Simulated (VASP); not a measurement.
GeW: single point with PBEsol

The system is GeW.

```xyz
2
Lattice="0.0000 2.5776 2.5776 2.5776 0.0000 2.5776 2.5776 2.5776 0.0000" Properties=species:S:1:pos:R:3 pbc="T T T"
Ge    2.5776    2.5776    2.5776
W     0.0000    0.0000    0.0000
```

| Quantity | Value |
| --- | --- |
| Program | VASP 6.6.1 |
| Task | single point |
| Functional | PBEsol |
| Potentials or basis | VASP PAW PBE potentials, release 64 (Ge_d, W_sv) |
| Cutoff | 520 eV |
| k mesh | 7 × 7 × 7 |
| Occupations | fermi-dirac, width 0.05 eV |
| Spin | non-collinear spin, zero start, spin-orbit coupling |
| Starting moments | [[0.0, 0.0, 0.0], [0.0, 0.0, 0.0]] μB |

```
Pressure                                              : -5.1 GPa
Net moment                                            : 0.00 μB per cell
Valence electrons inside the program's atomic spheres : Ge 12.62; W 11.95
```

Moments on the atoms (μB; x, y, z):
```
Ge  0.00 0.00 0.00
W   0.00 0.00 0.00
```

It took 39 s on 1 thread of Intel(R) Xeon(R) 6975P-C (Granite Rapids), on a shared host, peak memory 0.26 GiB.

Caveat: the cell stands under tension; the PAW data sets were made with another functional, which shifts forces and pressure a little.
